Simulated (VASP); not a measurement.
Set up this calculation in VASP 6.6.1, as the native input.

```yaml
Task: single point
Functional: PBEsol
Potentials_or_basis: VASP PAW PBE potentials, release 64 (Nb_sv, H)
Cutoff: 500 eV
k_mesh: 3 × 3 × 3
Occupations: fermi-dirac, width 0.1 eV
Spin: no spin polarisation
Dipole_correction: no
Further_INCAR_settings: ALGO = Normal; EDIFF = 1e-06; NBANDS = 70
```

The structure of NbH lies in POSCAR:

```
NbH
1.0
   -3.2139280000      3.2139280000      3.9686020000
    3.2139280000     -3.2139280000      3.9686020000
    3.2139280000      3.2139280000     -3.9686020000
Nb H
8 8
Direct
    0.0000000000      0.0000000000      0.0000000000
    0.0000000000      0.0000000000      0.5000000000
    0.0000000000      0.5000000000      0.0000000000
    0.0000000000      0.5000000000      0.5000000000
    0.5000000000      0.0000000000      0.0000000000
    0.5000000000      0.0000000000      0.5000000000
    0.5000000000      0.5000000000      0.0000000000
    0.5000000000      0.5000000000      0.5000000000
    0.2500000000      0.2500000000      0.0000000000
    0.2500000000      0.2500000000      0.5000000000
    0.2500000000      0.7500000000      0.0000000000
    0.2500000000      0.7500000000      0.5000000000
    0.7500000000      0.2500000000      0.0000000000
    0.7500000000      0.2500000000      0.5000000000
    0.7500000000      0.7500000000      0.0000000000
    0.7500000000      0.7500000000      0.5000000000
```

One way to write it, as run:

INCAR

```
PREC = Accurate ; ENCUT = 500
EDIFF = 1E-6 ; ISMEAR = -1
SIGMA = 0.1 ; LREAL = F
LASPH = T ; NELM = 120
ALGO = Normal ; ISIF = 2
LWAVE = F ; LCHARG = F
GGA = PS ; NBANDS = 70
GGA_COMPAT = F
```

KPOINTS

```
regular mesh
0
Gamma
  3 3 3
```

Potentials or basis: VASP PAW PBE potentials, release 64 (Nb_sv, H).

The run is started by

```bash
$ cat potpaw_PBE.64/Nb_sv/POTCAR potpaw_PBE.64/H/POTCAR > POTCAR
$ mpirun -np 1 vasp_std > vasp.out
```

It gave:

The pressure is -7.8 GPa. The band gap on the k mesh is zero (bands 56 and 57 overlap by 0.63 eV).

Caveat: the k points lie up to 0.42 Å⁻¹ apart, too coarse for converged energies and pressures of a metal; the PAW data sets were made with another functional, which shifts forces and pressure a little.

It took 3.5 min on 1 thread of AMD EPYC 7R43 64-Core Processor (Zen 3), on a shared host, peak memory 0.29 GiB.
